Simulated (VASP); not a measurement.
# SnO2 (P4_2/mnm) in VASP: further runs, part 2 of 3

VASP 6.6.1. Earlier steps stand in the parts before.

### Step 4. Single point, r2SCAN (epitaxial xy strain -3.0%)

POSCAR

```
SnO2
1.0
    4.6177565128      0.0000000000      0.0000000000
    0.0000000000      4.6177565128      0.0000000000
    0.0000000000      0.0000000000      3.2755873261
Sn O
2 4
Direct
    0.0000000000      0.0000000000      0.0000000000
    0.5000000000      0.5000000000      0.5000000000
    0.3067198412      0.3067198412      0.0000000000
    0.1932801588      0.8067198412      0.5000000000
    0.8067198412      0.1932801588      0.5000000000
    0.6932801588      0.6932801588      0.0000000000
```

INCAR.step1

```
PREC = Accurate
ENCUT = 520
ISMEAR = 0
SIGMA = 0.01
LREAL = False
LASPH = True
NELM = 80
NBANDS = 35
GGA = PE
ALGO = Normal
EDIFF = 1E-4
LWAVE = True
LCHARG = False
```

INCAR.step2

```
PREC = Accurate
ENCUT = 520
EDIFF = 1E-7
ISMEAR = 0
SIGMA = 0.01
LREAL = False
LASPH = True
NELM = 80
ALGO = Normal
ISIF = 2
LWAVE = False
LCHARG = True
METAGGA = R2SCAN
LMIXTAU = True
LELF = True
LVHAR = True
NBANDS = 35
ISTART = 1
```

KPOINTS

```
Automatic mesh
0
Gamma
  6 6 8
```

Potentials or basis: VASP PAW PBE potentials, release 64 (Sn_d, O).

Run with:

```console
> cat potpaw_PBE.64/Sn_d/POTCAR potpaw_PBE.64/O/POTCAR > POTCAR
> cp INCAR.step1 INCAR
> mpirun -np 1 vasp_std > vasp.out
> cp INCAR.step2 INCAR
> mpirun -np 1 vasp_std > vasp.out
```

OUTCAR:

```text
PREC = Accurate
   ENCUT = 520
   EDIFF = 1E-7
   ISMEAR = 0
   LREAL = False
   LASPH = True
   NELM = 80
   ISIF = 2
   METAGGA = R2SCAN
   ISTART = 1

 ion  position               nearest neighbor table
   1  0.000  0.000  0.000-   3 2.00   6 2.00   5 2.07   4 2.07   4 2.07   5 2.07   2 3.65   2 3.65
                             2 3.65   2 3.65   2 3.65   2 3.65   2 3.65   2 3.65
   2  0.500  0.500  0.500-   4 2.00   5 2.00   3 2.07   6 2.07   3 2.07   6 2.07   1 3.65   1 3.65
                             1 3.65   1 3.65   1 3.65   1 3.65   1 3.65   1 3.65
   3  0.307  0.307  0.000-   1 2.00   2 2.07   2 2.07
   4  0.193  0.807  0.500-   2 2.00   1 2.07   1 2.07
   5  0.807  0.193  0.500-   2 2.00   1 2.07   1 2.07
   6  0.693  0.693  0.000-   1 2.00   2 2.07   2 2.07

  LATTYP: Found a simple tetragonal cell.
 ALAT       =     4.6177565128
 C/A-ratio  =     0.7093460465

  Lattice vectors:

 A1 = (   4.6177565128,   0.0000000000,   0.0000000000)
 A2 = (   0.0000000000,   4.6177565128,   0.0000000000)
 A3 = (   0.0000000000,   0.0000000000,   3.2755873261)

Analysis of symmetry for initial positions (statically):
=====================================================================
 Subroutine PRICEL returns:
 Original cell was already a primitive cell.

 Routine SETGRP: Setting up the symmetry group for a
 simple tetragonal supercell.

 Subroutine GETGRP returns: Found 16 space group operations
 (whereof  8 operations were pure point group operations)
 out of a pool of 16 trial point group operations.

The static configuration has the point symmetry D_2h.
 The point group associated with its full space group is D_4h.

Analysis of symmetry for dynamics (positions and initial velocities):
=====================================================================
 Subroutine PRICEL returns:
 Original cell was already a primitive cell.

 Routine SETGRP: Setting up the symmetry group for a
 simple tetragonal supercell.

 Subroutine GETGRP returns: Found 16 space group operations
 (whereof  8 operations were pure point group operations)
 out of a pool of 16 trial point group operations.

The dynamic configuration has the point symmetry D_2h.
 The point group associated with its full space group is D_4h.

 Subroutine INISYM returns: Found 16 space group operations
 (whereof  8 operations are pure point group operations),
 and found     1 'primitive' translations

----------------------------------------------------------------------------------------

                                     Primitive cell

  volume of cell :      69.8476

  direct lattice vectors                    reciprocal lattice vectors
     4.617756513  0.000000000  0.000000000     0.216555376  0.000000000  0.000000000
     0.000000000  4.617756513  0.000000000     0.000000000  0.216555376  0.000000000
     0.000000000  0.000000000  3.275587326     0.000000000  0.000000000  0.305288762

  length of vectors
     4.617756513  4.617756513  3.275587326     0.216555376  0.216555376  0.305288762

  position of ions in fractional coordinates (direct lattice)
     0.000000000  0.000000000  0.000000000
     0.500000000  0.500000000  0.500000000
     0.306719841  0.306719841  0.000000000
     0.193280159  0.806719841  0.500000000
     0.806719841  0.193280159  0.500000000
     0.693280159  0.693280159  0.000000000
[... 33 lines left out ...]

 Found     50 irreducible k-points:

 Following reciprocal coordinates:
            Coordinates               Weight
  0.000000  0.000000  0.000000      1.000000
  0.166667  0.000000  0.000000      4.000000
  0.333333  0.000000  0.000000      4.000000
  0.500000  0.000000  0.000000      2.000000
  0.166667  0.166667  0.000000      4.000000
  0.333333  0.166667  0.000000      8.000000
[... 16 lines left out ...]
  0.333333  0.000000  0.250000      8.000000
  0.500000  0.000000  0.250000      4.000000
 [... further k-points ...]
   k-points           NKPTS =     50   k-points in BZ     NKDIM =     50   number of bands    NBANDS=     35
   number of dos      NEDOS =    301   number of ions     NIONS =      6
   total plane-waves  NPLWV =  31104
   dimension x,y,z NGX =    36 NGY =   36 NGZ =   24
   dimension x,y,z NGXF=    72 NGYF=   72 NGZF=   48
   ions per type =               2   4
   NGX,Y,Z   is equivalent  to a cutoff of  12.96, 12.96, 12.18 a.u.
   NGXF,Y,Z  is equivalent  to a cutoff of  25.92, 25.92, 24.36 a.u.
 SYSTEM =  unknown system
   PREC   = accura    normal or accurate (medium, high low for compatibility)
   ISTART =      1    job   : 0-new  1-cont  2-samecut
   ICHARG =      0    charge: 1-file 2-atom 10-const
   ISPIN  =      1    spin polarized calculation?
   LNONCOLLINEAR =      F non collinear calculations
   LSORBIT =      F    spin-orbit coupling
   LASPH  =      T    aspherical Exc in radial PAW
   ENCUT  =  520.0 eV  38.22 Ry    6.18 a.u.   8.59  8.59  6.09*2*pi/ulx,y,z
   NELM   =     80;   NELMIN=  2; NELMDL=  0     # of ELM steps
   EDIFF  = 0.1E-06   stopping-criterion for ELM
   LREAL  =      F    real-space projection
   EDIFFG = 0.1E-05   stopping-criterion for IOM
   NSW    =      0    number of steps for IOM
   IBRION =     -1    ionic relax: 0-MD 1-quasi-New 2-CG
   NFREE  =      0    steps in history (QN), initial steepest desc. (CG)
   ISIF   =      2    stress and relaxation
   ISYM   =      2    0-nonsym 1-usesym 2-fastsym
   POTIM  = 0.5000    time-step for ionic-motion
   TEBEG  =    0.0;   TEEND  =   0.0 temperature during run
   PSTRESS=    0.0 pullay stress
   NELECT =      52.0000    total number of electrons
   NUPDOWN=      -1.0000    fix difference up-down
   EMIN   =  10.00;   EMAX   =-10.00  energy-range for DOS
   EFERMI =   0.00;   METHOD = LEGACY
   ISMEAR =     0;   SIGMA  =   0.01  broadening in eV -4-tet -1-fermi 0-gaus
   EFERMI_NEDOS =   21; number of points for ismear=-14 and -15
   IALGO  =     38    algorithm
   IMIX   =      4    mixing-type and parameters
     AMIX     =   0.40;   BMIX     =  1.00
     AMIX_MAG =   1.60;   BMIX_MAG =  1.00
  volume/ion in A,a.u.               =      11.64        78.56
  Fermi-wavevector in a.u.,A,eV,Ry     =   1.483744  2.803869 29.953160  2.201495
  Thomas-Fermi vector in A             =   2.597367
   LORBIT       =      0    0 simple, 1 ext, 2 COOP (PROOUT), +10 PAW based schemes
   METAGGA = R2SCAN    functional components
   LHFCALC =     F    Hartree Fock is set to
   AEXX    =    0.0000 exact exchange contribution
   IVDW    =     0    specifies the selected vdW correction
   LEPSILON=     F    determine dielectric tensor
   LRPA    =     F    only Hartree local field effects (RPA)
 non-spin polarized calculation
 Gauss-broadening in eV      SIGMA  =   0.01
  energy-cutoff  :      520.00
  volume of cell :       69.85
 maximum number of plane-waves:      1904
 NGX is ok and might be reduce to    36
   NGX = 17   NGY = 17   NGZ = 13

 number of electron      52.0000020 magnetization

 Free energy of the ion-electron system (eV)
  ---------------------------------------------------
  ext. energy  EPLUGINS =         0.00000000
  ---------------------------------------------------
  free energy    TOTEN  =       -84.47283208 eV

  energy without entropy =      -84.47283208  energy(sigma->0) =      -84.47283208

 E-fermi :   6.1600     XC(G=0): -12.2054

 val. band max:        5.9998527360   @ k =   0.0000   0.0000   0.0000
 cond. band min:       8.1162566006   @ k =   0.0000   0.0000   0.0000
 fundamental gap:      2.1164038645
 Fermi energy:         6.1600243233

 k-point     1 :       0.0000    0.0000    0.0000
  band No.  band energies     occupation
      1     -15.7714      2.00000
      2     -14.7020      2.00000
      3     -14.5114      2.00000
      4     -14.4155      2.00000
      5     -14.4155      2.00000
      6     -14.3932      2.00000
[... 901 lines left out ...]
     34      19.5460      0.00000
     35      19.8618      0.00000

 [... further k-points ...]
[... 5 lines left out ...]
  --------------------------------------------------------------------------------------
  -------------------------------------------------------------------------------------
  Total        5.1018172      5.1018172      0.6078569      0.0000000      0.0000000      0.0000000
  in kB      117.0265050    117.0265050     13.9431430      0.0000000      0.0000000      0.0000000
  external PRESSURE =      82.6653843 kB  Pullay stress =       0.0000000 kB

 VOLUME and BASIS-vectors are now :
 -----------------------------------------------------------------------------
  energy-cutoff  :      520.00
  volume of cell :       69.85
      direct lattice vectors                 reciprocal lattice vectors
     4.617756513  0.000000000  0.000000000     0.216555376  0.000000000  0.000000000
     0.000000000  4.617756513  0.000000000     0.000000000  0.216555376  0.000000000
     0.000000000  0.000000000  3.275587326     0.000000000  0.000000000  0.305288762

 POSITION                                       TOTAL-FORCE (eV/Angst)
 -----------------------------------------------------------------------------------
      0.00000      0.00000      0.00000         0.000000     -0.000000      0.000000
      2.30888      2.30888      1.63779         0.000000     -0.000000      0.000000
      1.41636      1.41636      0.00000         0.002184      0.002184      0.000000
      0.89252      3.72524      1.63779        -0.002184      0.002184      0.000000
      3.72524      0.89252      1.63779         0.002184     -0.002184     -0.000000
      3.20140      3.20140      0.00000        -0.002184     -0.002184     -0.000000
 -----------------------------------------------------------------------------------
    total drift:                                0.000000      0.000000      0.000000

  FREE ENERGIE OF THE ION-ELECTRON SYSTEM (eV)
  ---------------------------------------------------
  free  energy   TOTEN  =       -84.4728320777 eV

  energy  without entropy=      -84.4728320777  energy(sigma->0) =      -84.47283208
```

It took 5.8 min on 1 thread of Intel Xeon 6975P-C, shared host; peak memory 0.24 GiB.

What came out:

* Free energy: -84.4728 eV
* Pressure: 8.3 GPa
* Largest force: 0.003 eV/Å
* Band gap on the k mesh: 2.12 eV, direct

Forces in eV/Å, atoms in the order of the input:
```
Sn   0.000  0.000  0.000
Sn   0.000  0.000  0.000
O    0.002  0.002  0.000
O   -0.002  0.002  0.000
O    0.002 -0.002  0.000
O   -0.002 -0.002  0.000
```

Stress tensor (GPa, compression positive):
```
11.70  0.00  0.00
 0.00 11.70  0.00
 0.00  0.00  1.39
```

Caveat: the cell differs from its parent crystal (epitaxial xy strain -3.0%); the PAW data sets were made with another functional, which shifts forces and pressure a little; spin-orbit coupling is left out, which moves the levels of the heavy elements.

### Step 5. Single point, r2SCAN (epitaxial xy strain -2.0%)

POSCAR

```
SnO2
1.0
    4.6653622500      0.0000000000      0.0000000000
    0.0000000000      4.6653622500      0.0000000000
    0.0000000000      0.0000000000      3.2488307714
Sn O
2 4
Direct
    0.0000000000      0.0000000000      0.0000000000
    0.5000000000      0.5000000000      0.5000000000
    0.3062986695      0.3062986695      0.0000000000
    0.1937013305      0.8062986695      0.5000000000
    0.8062986695      0.1937013305      0.5000000000
    0.6937013305      0.6937013305      0.0000000000
```

INCAR.step1

```
PREC     = Accurate       # precision mode
ENCUT    = 520            # plane-wave cutoff, eV
ISMEAR   = 0              # smearing method
SIGMA    = 0.01           # smearing width, eV
LREAL    = False          # projectors in reciprocal space
LASPH    = True           # aspherical terms in the spheres
NELM     = 100            # most SCF steps
NBANDS   = 35             # bands
GGA      = PE             # functional
ALGO     = Normal         # electronic algorithm
EDIFF    = 1E-4           # SCF threshold, eV
LWAVE    = True           # write WAVECAR
LCHARG   = False          # write CHGCAR
```

INCAR.step2

```
PREC     = Accurate       # precision mode
ENCUT    = 520            # plane-wave cutoff, eV
EDIFF    = 1E-6           # SCF threshold, eV
ISMEAR   = 0              # smearing method
SIGMA    = 0.01           # smearing width, eV
LREAL    = False          # projectors in reciprocal space
LASPH    = True           # aspherical terms in the spheres
NELM     = 100            # most SCF steps
ALGO     = Normal         # electronic algorithm
ISIF     = 2              # what is computed and relaxed
LWAVE    = False          # write WAVECAR
LCHARG   = False          # write CHGCAR
METAGGA  = R2SCAN         # meta-GGA
LMIXTAU  = True         
NBANDS   = 35             # bands
ISTART   = 1
```

KPOINTS

```
regular mesh
0
Gamma
  6 6 8
```

Run with:

```console
> cat potpaw_PBE.64/Sn_d/POTCAR potpaw_PBE.64/O/POTCAR > POTCAR
> cp INCAR.step1 INCAR
> mpirun -np 1 vasp_std > vasp.out
> cp INCAR.step2 INCAR
> mpirun -np 1 vasp_std > vasp.out
```

Run time: 4.4 min. Hardware: 1 thread of Intel Xeon 6975P-C, shared host; peak memory 0.24 GiB.

The run converged. Its results:

| Property | Result |
| --- | --- |
| Free energy | -84.5575 eV |
| Pressure | 5.7 GPa |
| Largest force | 0.008 eV/Å |
| Band gap on the k mesh | 2.01 eV, direct |

Forces in eV/Å, atoms in the order of the input:
```
Sn   0.000  0.000  0.000
Sn   0.000  0.000  0.000
O   -0.005 -0.005  0.000
O    0.005 -0.005  0.000
O   -0.005  0.005  0.000
O    0.005  0.005  0.000
```

Stress tensor (GPa, compression positive):
```
7.88 0.00 0.00
0.00 7.88 0.00
0.00 0.00 1.37
```

Levels at points of the mesh, in eV from the valence-band top:
| k point | band 22 | band 23 | band 24 | band 25 | band 26 | band 27 | band 28 | band 29 | band 30 | band 31 |
| --- | --- | --- | --- | --- | --- | --- | --- | --- | --- | --- |
| (0.00, 0.00, 0.00) | -1.27 | -1.27 | -0.75 | -0.75 | 0.00 | 2.01 | 6.71 | 6.95 | 6.95 | 11.31 |
| (0.50, 0.00, 0.00) | -1.96 | -1.22 | -1.22 | -0.60 | -0.60 | 5.25 | 5.25 | 7.70 | 7.70 | 12.38 |
| (0.50, 0.50, 0.00) | -2.02 | -1.37 | -1.37 | -0.86 | -0.86 | 5.61 | 5.61 | 8.25 | 8.25 | 12.33 |
| (0.00, 0.00, 0.50) | -2.57 | -1.74 | -1.74 | -1.28 | -1.28 | 7.15 | 7.15 | 10.81 | 10.81 | 11.34 |
| (0.50, 0.00, 0.50) | -1.75 | -1.11 | -1.11 | -0.57 | -0.57 | 7.48 | 7.48 | 9.25 | 9.25 | 11.85 |
| (0.50, 0.50, 0.50) | -2.20 | -0.94 | -0.94 | -0.82 | -0.82 | 5.85 | 5.85 | 9.79 | 9.79 | 11.84 |

Caveat: the cell differs from its parent crystal (epitaxial xy strain -2.0%); the PAW data sets were made with another functional, which shifts forces and pressure a little; spin-orbit coupling is left out, which moves the levels of the heavy elements.

(Part 2 of 3 ends here.)
